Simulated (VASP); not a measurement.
## GaN: single point with PBEsol

The system is GaN.

```xyz
2
Lattice="2.2716 2.2716 0.0000 -2.2716 2.2716 0.0000 0.0000 2.2716 2.2244" Properties=species:S:1:pos:R:3 pbc="T T T"
Ga    0.0000    0.0000    0.0000
N    -1.1358    3.4074    1.1122
```

This cell differs from its parent crystal: in-plane strain +0.01, then relaxed in part.

```
Program                : VASP 6.6.1
Task                   : single point
Functional             : PBEsol
Potentials or basis    : VASP PAW PBE potentials, release 64 (Ga_d, N)
Cutoff                 : 520 eV
k mesh                 : 10 × 10 × 10
Occupations            : gaussian, width 0.01 eV
Spin                   : no spin polarisation
Dipole correction      : no
Further INCAR settings : ALGO = Normal; EDIFF = 1e-06; NBANDS = 16
```

| Item | Value |
| --- | --- |
| Pressure | -1.9 GPa |
| Band gap on the k mesh | 1.60 eV, direct |

Stress tensor (GPa, compression positive):
```
-2.72  0.00  0.00
 0.00 -2.72  0.00
 0.00  0.00 -0.22
```

Levels at points of the mesh, in eV from the valence-band top:
```tsv
k point	band 7	band 8	band 9	band 10	band 11	band 12
(0.00, 0.00, 0.00)	-0.09	-0.09	0.00	1.60	10.09	10.14
(0.50, 0.00, 0.00)	-7.15	-1.11	-0.96	4.47	8.56	10.03
(0.50, 0.50, 0.00)	-6.31	-2.73	-2.73	3.21	6.59	11.39
(0.00, 0.00, 0.50)	-6.08	-2.89	-2.89	3.08	6.25	11.68
```

It took 52 s on 1 thread of AMD EPYC 7R13, on a shared host, peak memory 0.13 GiB.

Caveat: the cell differs from its parent crystal (in-plane strain +0.01, then relaxed in part); the PAW data sets were made with another functional, which shifts forces and pressure a little.
